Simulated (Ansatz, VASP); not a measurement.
Two plane-wave programs on Tl

Contents of INCAR:

```
SYSTEM = Tl
PREC     = Accurate       ! precision mode
ENCUT    = 520            ! plane-wave cutoff, eV
EDIFF    = 1E-6           ! SCF threshold, eV
ISMEAR   = 1              ! smearing method
SIGMA    = 0.1            ! smearing width, eV
LREAL    = .False.        ! projectors in reciprocal space
LASPH    = .True.         ! aspherical terms in the spheres
NELM     = 60             ! most SCF steps
ALGO     = Normal         ! electronic algorithm
ISIF     = 2              ! what is computed and relaxed
LWAVE    = .False.        ! write WAVECAR
LCHARG   = .False.        ! write CHGCAR
LDIPOL   = .True.       
IDIPOL   = 3            
DIPOL    = 0.5 0.5 0.500
GGA      = PS             ! functional
NBANDS   = 48             ! bands
```

The input KPOINTS:

```
regular mesh
0
Gamma
  9 9 1
  0 0 0
```

POSCAR

```
Tl
1.0
    3.4617901980      0.0000000000      0.0000000000
    1.7308950990      2.9979982540      0.0000000000
    0.0000000000      0.0000000000     29.7797228180
Tl
6
Direct
    0.6666666667      0.6666666667      0.2686391693
    0.0000000000      0.0000000000      0.3611835016
    0.6666666667      0.6666666667      0.4537278339
    0.0000000000      0.0000000000      0.5462721661
    0.6666666667      0.6666666667      0.6388164984
    0.0000000000      0.0000000000      0.7313608307
```

Input for Ansatz:

```yaml
crystal:
  lattice:
    - [3.461790198, 0.0, 0.0]
    - [1.730895099, 2.997998254, 0.0]
    - [0.0, 0.0, 29.779722818]
  atoms:
    - { symbol: Tl, position: [0.6666666667, 0.6666666667, 0.2686391693] }
    - { symbol: Tl, position: [0.0, 0.0, 0.3611835016] }
    - { symbol: Tl, position: [0.6666666667, 0.6666666667, 0.4537278339] }
    - { symbol: Tl, position: [0.0, 0.0, 0.5462721661] }
    - { symbol: Tl, position: [0.6666666667, 0.6666666667, 0.6388164984] }
    - { symbol: Tl, position: [0.0, 0.0, 0.7313608307] }
kpoints:
  mp_grid: { grid: [9, 9, 1] }
scf:
  occupations: { method: cold, width: 0.1 }
hamiltonian:
  xc: pbesol
  pseudopotentials: { kind: paw }
output:
  forces: true
  stress: false
  populations: false
efield:
  axis: 3
  dipole_correction: true
```

Alike in both runs: task single point; functional PBEsol; k mesh 9 × 9 × 1; no spin polarisation.

|  | VASP | Ansatz |
| --- | --- | --- |
| version | VASP 6.6.1 | Ansatz 0.2.0 |
| potentials or method | VASP PAW PBE potentials, release 64 (Tl_d) | plane-wave PAW, scalar-relativistic |
| plane-wave cutoff (eV) | 520 | 420 |
| occupations | methfessel-paxton of order 1, width 0.1 eV | cold, width 0.1 eV |
| valence electrons in the cell | 78 | 78 |

```tsv
	VASP	Ansatz	Ansatz less VASP
rms of the force components (eV/Å)	0.050	0.048	-0.0016
```

VASP's potentials were made for PBE, not for PBEsol. Atom by atom the forces differ by 0.002 eV/Å (rms over components).

Spin-orbit coupling is off throughout.
